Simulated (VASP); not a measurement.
# Ga2O3 (R-3c) in VASP: single point with PBE

Aim: the single point of Ga2O3 with PBE.

Program: VASP 6.6.1. These are calculated values, not measurements. Logs are shortened: lines on timing, memory, paths and dates and some standing lists are left out, and cuts for length are marked.

### Step 1. The cell of the first run

It takes space group R-3c (No. 167, trigonal). The conventional cell has a = 5.058 Å, b = 5.058 Å, c = 13.623 Å, α = 90.00°, β = 90.00°, γ = 120.00°. Within 2.6 Å of Ga (site symmetry 3) lie 6 O at 1.95 to 2.10 Å. Within 2.6 Å of O (site symmetry 2) lie 4 Ga at 1.95 to 2.10 Å.

### Step 2. Single point, PBE

INCAR

```
SYSTEM = Ga2O3
  PREC = Accurate
  ENCUT = 520
  EDIFF = 1E-7
  ISMEAR = 0
  SIGMA = 0.02
  LREAL = .False.
  LASPH = .True.
  NELM = 60
  ALGO = Normal
  ISIF = 2
  LWAVE = .False.
  LCHARG = .True.
  GGA = PE
  LELF = .True.
  LVHAR = .True.
  NBANDS = 55
```

KPOINTS

```
Automatic mesh
0
Gamma
  6 6 6
  0 0 0
```

POSCAR

```
Ga2O3
1.0
    2.5287807452      1.4599922440      4.5409452426
   -2.5287807452      1.4599922440      4.5409452426
    0.0000000000     -2.9199844879      4.5409452426
Ga O
4 6
Direct
    0.3558404577      0.3558404577      0.3558404577
    0.1441595423      0.1441595423      0.1441595423
    0.6441595423      0.6441595423      0.6441595423
    0.8558404577      0.8558404577      0.8558404577
    0.5531316576      0.9468683424      0.2500000000
    0.2500000000      0.5531316576      0.9468683424
    0.9468683424      0.2500000000      0.5531316576
    0.4468683424      0.0531316576      0.7500000000
    0.7500000000      0.4468683424      0.0531316576
    0.0531316576      0.7500000000      0.4468683424
```

Potentials or basis: VASP PAW PBE potentials, release 64 (Ga_d, O).

Started as:

```console
> cat potpaw_PBE.64/Ga_d/POTCAR potpaw_PBE.64/O/POTCAR > POTCAR
> mpirun -np 1 vasp_std > vasp.out
```

OUTCAR:

```text
SYSTEM = Ga2O3
   PREC = Accurate
   ENCUT = 520
   EDIFF = 1E-7
   ISMEAR = 0
   LREAL = .False.
   LASPH = .True.
   NELM = 60
   ISIF = 2
   GGA = PE

 ion  position               nearest neighbor table
   1  0.356  0.356  0.356-   8 1.95  10 1.95   9 1.95   6 2.10   5 2.10   7 2.10   2 2.88
   2  0.144  0.144  0.144-   8 1.95   9 1.95  10 1.95   7 2.10   5 2.10   6 2.10   1 2.88
   3  0.644  0.644  0.644-   5 1.95   7 1.95   6 1.95   9 2.10   8 2.10  10 2.10   4 2.88
   4  0.856  0.856  0.856-   5 1.95   6 1.95   7 1.95  10 2.10   8 2.10   9 2.10   3 2.88
   5  0.553  0.947  0.250-   3 1.95   4 1.95   1 2.10   2 2.10
   6  0.250  0.553  0.947-   4 1.95   3 1.95   1 2.10   2 2.10
   7  0.947  0.250  0.553-   3 1.95   4 1.95   2 2.10   1 2.10
   8  0.447  0.053  0.750-   1 1.95   2 1.95   3 2.10   4 2.10
   9  0.750  0.447  0.053-   2 1.95   1 1.95   3 2.10   4 2.10
  10  0.053  0.750  0.447-   1 1.95   2 1.95   4 2.10   3 2.10

  LATTYP: Found a trigonal (rhomboedric) cell.
 ALAT       =     5.3987492168
 COS(alpha) =     0.5612005853

  Lattice vectors:

 A1 = (   2.5287807452,   1.4599922440,   4.5409452426)
 A2 = (  -2.5287807452,   1.4599922440,   4.5409452426)
 A3 = (   0.0000000000,  -2.9199844879,   4.5409452426)

Analysis of symmetry for initial positions (statically):
=====================================================================
 Subroutine PRICEL returns:
 Original cell was already a primitive cell.

 Routine SETGRP: Setting up the symmetry group for a
 trigonal (rhombohedral) supercell.

 Subroutine GETGRP returns: Found 12 space group operations
 (whereof  6 operations were pure point group operations)
 out of a pool of 12 trial point group operations.

The static configuration has the point symmetry S_6 .
 The point group associated with its full space group is D_3d.

Analysis of symmetry for dynamics (positions and initial velocities):
=====================================================================
 Subroutine PRICEL returns:
 Original cell was already a primitive cell.

 Routine SETGRP: Setting up the symmetry group for a
 trigonal (rhombohedral) supercell.

 Subroutine GETGRP returns: Found 12 space group operations
 (whereof  6 operations were pure point group operations)
 out of a pool of 12 trial point group operations.

The dynamic configuration has the point symmetry S_6 .
 The point group associated with its full space group is D_3d.

 Subroutine INISYM returns: Found 12 space group operations
 (whereof  6 operations are pure point group operations),
 and found     1 'primitive' translations

----------------------------------------------------------------------------------------

                                     Primitive cell

  volume of cell :     100.5910

  direct lattice vectors                    reciprocal lattice vectors
     2.528780745  1.459992244  4.540945243     0.197723745  0.114155858  0.073406156
    -2.528780745  1.459992244  4.540945243    -0.197723745  0.114155858  0.073406156
     0.000000000 -2.919984488  4.540945243     0.000000000 -0.228311715  0.073406156

  length of vectors
     5.398749217  5.398749217  5.398749217     0.239822232  0.239822232  0.239822232

  position of ions in fractional coordinates (direct lattice)
     0.355840458  0.355840458  0.355840458
     0.144159542  0.144159542  0.144159542
     0.644159542  0.644159542  0.644159542
     0.855840458  0.855840458  0.855840458
     0.553131658  0.946868342  0.250000000
     0.250000000  0.553131658  0.946868342
     0.946868342  0.250000000  0.553131658
     0.446868342  0.053131658  0.750000000
     0.750000000  0.446868342  0.053131658
     0.053131658  0.750000000  0.446868342

  ion indices of the primitive-cell ions
   primitive index   ion index
                 1           1
                 2           2
                 3           3
                 4           4
                 5           5
                 6           6
                 7           7
                 8           8
                 9           9
                10          10

----------------------------------------------------------------------------------------

 KPOINTS: Automatic mesh

Automatic generation of k-mesh.
 Grid dimensions read from file:
 generate k-points for:    6    6    6

 Generating k-lattice:

  Cartesian coordinates                     Fractional coordinates (reciprocal lattice)
     0.032953958  0.019025976  0.012234359     0.166666667  0.000000000 -0.000000000
    -0.032953958  0.019025976  0.012234359     0.000000000  0.166666667 -0.000000000
     0.000000000 -0.038051953  0.012234359     0.000000000  0.000000000  0.166666667

  Length of vectors
     0.039970372  0.039970372  0.039970372

  Shift w.r.t. Gamma in fractional coordinates (k-lattice)
     0.000000000  0.000000000  0.000000000

 Subroutine IBZKPT returns following result:
 ===========================================

 Found     32 irreducible k-points:

 Following reciprocal coordinates:
            Coordinates               Weight
  0.000000  0.000000  0.000000      1.000000
  0.166667  0.000000 -0.000000      6.000000
  0.333333  0.000000 -0.000000      6.000000
  0.500000  0.000000 -0.000000      3.000000
  0.166667  0.166667 -0.000000      6.000000
  0.333333  0.166667 -0.000000     12.000000
[... 16 lines left out ...]
  0.500000  0.500000  0.166667      6.000000
 -0.333333  0.500000  0.166667     12.000000
 [... further k-points ...]
   k-points           NKPTS =     32   k-points in BZ     NKDIM =     32   number of bands    NBANDS=     55
   number of dos      NEDOS =    301   number of ions     NIONS =     10
   total plane-waves  NPLWV =  64000
   dimension x,y,z NGX =    40 NGY =   40 NGZ =   40
   dimension x,y,z NGXF=    80 NGYF=   80 NGZF=   80
   ions per type =               4   6
   NGX,Y,Z   is equivalent  to a cutoff of  12.32, 12.32, 12.32 a.u.
   NGXF,Y,Z  is equivalent  to a cutoff of  24.63, 24.63, 24.63 a.u.
 SYSTEM =  Ga2O3
   PREC   = accura    normal or accurate (medium, high low for compatibility)
   ISTART =      0    job   : 0-new  1-cont  2-samecut
   ICHARG =      2    charge: 1-file 2-atom 10-const
   ISPIN  =      1    spin polarized calculation?
   LNONCOLLINEAR =      F non collinear calculations
   LSORBIT =      F    spin-orbit coupling
   LASPH  =      T    aspherical Exc in radial PAW
   ENCUT  =  520.0 eV  38.22 Ry    6.18 a.u.  10.04 10.04 10.04*2*pi/ulx,y,z
   NELM   =     60;   NELMIN=  2; NELMDL= -5     # of ELM steps
   EDIFF  = 0.1E-06   stopping-criterion for ELM
   LREAL  =      F    real-space projection
   EDIFFG = 0.1E-05   stopping-criterion for IOM
   NSW    =      0    number of steps for IOM
   IBRION =     -1    ionic relax: 0-MD 1-quasi-New 2-CG
   NFREE  =      0    steps in history (QN), initial steepest desc. (CG)
   ISIF   =      2    stress and relaxation
   ISYM   =      2    0-nonsym 1-usesym 2-fastsym
   POTIM  = 0.5000    time-step for ionic-motion
   TEBEG  =    0.0;   TEEND  =   0.0 temperature during run
   PSTRESS=    0.0 pullay stress
   NELECT =      88.0000    total number of electrons
   NUPDOWN=      -1.0000    fix difference up-down
   EMIN   =  10.00;   EMAX   =-10.00  energy-range for DOS
   EFERMI =   0.00;   METHOD = LEGACY
   ISMEAR =     0;   SIGMA  =   0.02  broadening in eV -4-tet -1-fermi 0-gaus
   EFERMI_NEDOS =   21; number of points for ismear=-14 and -15
   IALGO  =     38    algorithm
   IMIX   =      4    mixing-type and parameters
     AMIX     =   0.40;   BMIX     =  1.00
     AMIX_MAG =   1.60;   BMIX_MAG =  1.00
  volume/ion in A,a.u.               =      10.06        67.88
  Fermi-wavevector in a.u.,A,eV,Ry     =   1.565727  2.958795 33.354686  2.451500
  Thomas-Fermi vector in A             =   2.668160
   LORBIT       =      0    0 simple, 1 ext, 2 COOP (PROOUT), +10 PAW based schemes
   GGA     = PE    functional components
   LHFCALC =     F    Hartree Fock is set to
   AEXX    =    0.0000 exact exchange contribution
   IVDW    =     0    specifies the selected vdW correction
   LEPSILON=     F    determine dielectric tensor
   LRPA    =     F    only Hartree local field effects (RPA)
 non-spin polarized calculation
 Gauss-broadening in eV      SIGMA  =   0.02
  energy-cutoff  :      520.00
  volume of cell :      100.59
 maximum number of plane-waves:      2730
   NGX = 21   NGY = 21   NGZ = 21

 number of electron      88.0000003 magnetization

 Free energy of the ion-electron system (eV)
  ---------------------------------------------------
  ext. energy  EPLUGINS =         0.00000000
  ---------------------------------------------------
  free energy    TOTEN  =       -59.39327481 eV

  energy without entropy =      -59.39327481  energy(sigma->0) =      -59.39327481

 E-fermi :   4.2243     XC(G=0): -11.9626

 val. band max:        4.1065973059   @ k =  -0.1667   0.1667   0.0000
 cond. band min:       6.4995818296   @ k =   0.0000   0.0000   0.0000
 fundamental gap:      2.3929845237
 Fermi energy:         4.2242586509

 k-point     1 :       0.0000    0.0000    0.0000
  band No.  band energies     occupation
      1     -14.5777      2.00000
      2     -12.7181      2.00000
      3     -12.7181      2.00000
      4     -12.6944      2.00000
      5     -12.6757      2.00000
      6     -12.6757      2.00000
[... 47 lines left out ...]
     54      14.9988      0.00000
     55      16.0719      0.00000

 k-point     2 :       0.1667    0.0000   -0.0000
  band No.  band energies     occupation
      1     -14.4597      2.00000
      2     -12.8406      2.00000
      3     -12.7301      2.00000
      4     -12.7255      2.00000
      5     -12.6849      2.00000
      6     -12.6648      2.00000
[... 47 lines left out ...]
     54      15.5969      0.00000
     55      15.8948      0.00000

 k-point     3 :       0.3333    0.0000   -0.0000
  band No.  band energies     occupation
      1     -14.1299      2.00000
      2     -13.1883      2.00000
      3     -12.7615      2.00000
      4     -12.7520      2.00000
      5     -12.6919      2.00000
      6     -12.6768      2.00000
[... 1152 lines left out ...]
 k-point    23 :       0.5000    0.5000    0.1667
  band No.  band energies     occupation
      1     -13.7922      2.00000
      2     -13.2582      2.00000
      3     -12.9756      2.00000
      4     -12.8140      2.00000
      5     -12.7549      2.00000
      6     -12.6823      2.00000
[... 47 lines left out ...]
     54      16.0242      0.00000
     55      16.1078      0.00000

 k-point    24 :      -0.3333    0.5000    0.1667
  band No.  band energies     occupation
      1     -13.6139      2.00000
      2     -13.3242      2.00000
      3     -13.0378      2.00000
      4     -12.9232      2.00000
      5     -12.7121      2.00000
      6     -12.6732      2.00000
[... 47 lines left out ...]
     54      15.8595      0.00000
     55      16.1487      0.00000

 [... further k-points ...]
[... 5 lines left out ...]
  --------------------------------------------------------------------------------------
  -------------------------------------------------------------------------------------
  Total        0.6138870      0.6138870      0.5296004      0.0000000      0.0000000      0.0000000
  in kB        9.7777689      9.7777689      8.4352827      0.0000000      0.0000000      0.0000000
  external PRESSURE =       9.3302735 kB  Pullay stress =       0.0000000 kB

 VOLUME and BASIS-vectors are now :
 -----------------------------------------------------------------------------
  energy-cutoff  :      520.00
  volume of cell :      100.59
      direct lattice vectors                 reciprocal lattice vectors
     2.528780745  1.459992244  4.540945243     0.197723745  0.114155858  0.073406156
    -2.528780745  1.459992244  4.540945243    -0.197723745  0.114155858  0.073406156
     0.000000000 -2.919984488  4.540945243     0.000000000 -0.228311715  0.073406156

 POSITION                                       TOTAL-FORCE (eV/Angst)
 -----------------------------------------------------------------------------------
      0.00000      0.00000      4.84756         0.000000      0.000000      0.011280
      0.00000      0.00000      1.96386         0.000000     -0.000000     -0.011280
      0.00000      0.00000      8.77528         0.000000     -0.000000     -0.011280
      0.00000      0.00000     11.65897         0.000000      0.000000      0.011280
     -0.99567      1.45999      7.94665        -0.001188      0.000000      0.000000
     -0.76655     -1.59227      7.94665         0.000594     -0.001029      0.000000
      1.76223      0.13228      7.94665         0.000594      0.001029      0.000000
      0.99567     -1.45999      5.67618         0.001188     -0.000000      0.000000
      0.76655      1.59227      5.67618        -0.000594      0.001029      0.000000
     -1.76223     -0.13228      5.67618        -0.000594     -0.001029      0.000000
 -----------------------------------------------------------------------------------
    total drift:                                0.000000     -0.000000     -0.000000

  FREE ENERGIE OF THE ION-ELECTRON SYSTEM (eV)
  ---------------------------------------------------
  free  energy   TOTEN  =       -59.3932748116 eV

  energy  without entropy=      -59.3932748116  energy(sigma->0) =      -59.39327481
```

Wall time 3.3 min (1 thread of Intel Xeon 6975P-C, shared host); peak memory 0.31 GiB.

What came out:

* Free energy: -59.3933 eV
* Pressure: 0.9 GPa
* Largest force: 0.011 eV/Å
* Band gap on the k mesh: 2.39 eV, indirect (least direct gap 2.63 eV)

Forces in eV/Å, atoms in the order of the input:
```
Ga   0.000  0.000  0.011
Ga   0.000  0.000 -0.011
Ga   0.000  0.000 -0.011
Ga   0.000  0.000  0.011
O   -0.001  0.000  0.000
O    0.001 -0.001  0.000
O    0.001  0.001  0.000
O    0.001  0.000  0.000
O   -0.001  0.001  0.000
O   -0.001 -0.001  0.000
```

Levels at points of the mesh, in eV from the valence-band top:
| k point | band 42 | band 43 | band 44 | band 45 | band 46 | band 47 |
| --- | --- | --- | --- | --- | --- | --- |
| (0.00, 0.00, 0.00) | -0.31 | -0.23 | -0.23 | 2.39 | 6.30 | 6.55 |
| (0.50, 0.00, 0.00) | -0.93 | -0.15 | -0.15 | 6.01 | 6.01 | 6.37 |
| (0.50, 0.50, 0.00) | -0.69 | -0.25 | -0.15 | 6.12 | 6.34 | 7.23 |
| (0.50, 0.50, 0.50) | -0.29 | -0.29 | -0.29 | 5.47 | 5.47 | 7.48 |

A k mesh can miss the band edges. Expect the measured gap to be larger: semilocal functionals such as PBE lack the derivative discontinuity.
